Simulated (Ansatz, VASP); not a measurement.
Two plane-wave programs on FeS2

```xyz
6
Lattice="4.4446 0.0000 0.0000 0.0000 5.4246 0.0000 0.0000 0.0000 3.3864" Properties=species:S:1:pos:R:3 pbc="T T T"
Fe    0.0000    0.0000    0.0000
Fe    2.2223    2.7123    1.6932
S     0.8907    2.0543    0.0000
S     3.5539    3.3703    0.0000
S     3.1130    0.6580    1.6932
S     1.3316    4.7666    1.6932
```

Alike in both runs: task single point; functional PBE; k mesh 4 × 4 × 6; occupations gaussian, width 0.05 eV; collinear spin; Hubbard terms Fe d U = 7.0 eV.

|  | VASP | Ansatz |
| --- | --- | --- |
| version | VASP 6.6.1 | Ansatz 0.2.0 |
| potentials or method | VASP PAW PBE potentials, release 64 (Fe, S), cutoff 600 eV | scalar-relativistic, plane waves, PAW |
| valence electrons in the cell | 40 | 56 |

```csv
,VASP,Ansatz,Ansatz less VASP
gap on the k mesh at the Fermi level (eV),none,none,-
rms of the force components (eV/Å),1.162,1.124,-0.0375
net moment per atom (μB),1.22,1.17,-0.053
size of the moment on the site where the two differ most (μB),3.60,3.18,-0.418
```

Site moments also hang on the region over which each program counts them. The programs project onto different local orbitals, so the same U acts differently, and such runs can settle in different states. Atom by atom the forces differ by 0.063 eV/Å (rms over components). A gap of «none» marks a metal or a gap that the smearing closes. VASP's potentials hold 40 valence electrons a cell and Ansatz's 56, so a difference there can come from the potentials and not from the codes. Ansatz's warnings: filled band counts differ across k points.
